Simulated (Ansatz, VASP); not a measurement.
One calculation of CrO2, two programs

```
Cr O
1.0
     1.48997    0.86023    4.78995
    -1.48997    0.86023    4.78995
     0.00000   -1.72047    4.78995
Cr O
1 2
Cartesian
  0.0000 0.0000 7.1849
  0.0000 0.0000 11.0516
  0.0000 0.0000 3.3183
```

Alike in both runs: task single point; functional PBE; k mesh 6 × 6 × 6; occupations gaussian, width 0.1 eV; collinear spin.

|  | VASP | Ansatz |
| --- | --- | --- |
| version | VASP 6.6.1 | Ansatz 0.2.0 |
| potentials or method | VASP PAW PBE potentials, release 64 (Cr_sv, O), cutoff 700 eV | scalar-relativistic, plane waves, PAW |
| valence electrons in the cell | 26 | 26 |

Ansatz gave:

| Quantity | Value |
| --- | --- |
| gap on the k mesh at the Fermi level (eV) | none |
| pressure (GPa) | -8.1 |
| traceless stress, the component that is largest in VASP (GPa) | 6.39 |
| rms of the force components (eV/Å) | 0.136 |
| net moment per atom (μB) | 0.67 |
| size of the moment on the site where the two differ most (μB) | 1.81 |

Task: Estimate VASP's values.

Result: gap on the k mesh at the Fermi level (eV): none; pressure (GPa): -8.6; traceless stress, the component that is largest in VASP (GPa): 6.29; rms of the force components (eV/Å): 0.145; net moment per atom (μB): 0.67; size of the moment on the site where the two differ most (μB): 1.99.

Site moments also hang on the region over which each program counts them. Atom by atom the forces differ by 0.010 eV/Å (rms over components). A gap of «none» marks a metal or a gap that the smearing closes. The functional is the same, so the differences come from potentials, cutoffs and numerics.

The k mesh is coarse, so the values compare programs but aren't converged.
